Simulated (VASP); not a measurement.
A run of VASP 6.6.1 is set up as follows.

The input INCAR:

```
PREC     = Accurate       # precision mode
ENCUT    = 600            # plane-wave cutoff, eV
EDIFF    = 1E-6           # SCF threshold, eV
ISMEAR   = -1             # smearing method
SIGMA    = 0.15           # smearing width, eV
LREAL    = False          # projectors in reciprocal space
LASPH    = True           # aspherical terms in the spheres
NELM     = 200            # most SCF steps
ALGO     = Normal         # electronic algorithm
ISIF     = 2              # what is computed and relaxed
LWAVE    = False          # write WAVECAR
LCHARG   = True           # write CHGCAR
ISPIN    = 2              # spin polarisation
MAGMOM   = 0 2.5          # initial moments
LORBIT   = 11             # projections on sites
LMAXMIX  = 4              # l up to which the mixer works
GGA      = PE             # functional
LELF     = True           # ELF
LVHAR    = True         
NBANDS   = 17             # bands
GGA_COMPAT= False
```

KPOINTS

```
regular mesh
0
Gamma
  4 4 4
```

Contents of POSCAR:

```
AlCo
1.0
    2.8194000000      0.0000000000      0.0000000000
    0.0000000000      2.8194000000      0.0000000000
    0.0000000000      0.0000000000      2.8194000000
Al Co
1 1
Direct
    0.0000000000      0.0000000000      0.0000000000
    0.5000000000      0.5000000000      0.5000000000
```

Potentials or basis: VASP PAW PBE potentials, release 64 (Al, Co).

Command:

```bash
$ cat potpaw_PBE.64/Al/POTCAR potpaw_PBE.64/Co/POTCAR > POTCAR
$ mpirun -np 1 vasp_std > vasp.out
```

**Question.** What does it give for the net moment?

**Answer.** 0.37 μB per cell.

**Question.** What does it give for the site moments?

**Answer.** Al -0.01; Co +0.41 μB.

Caveat: the k points lie up to 0.56 Å⁻¹ apart.
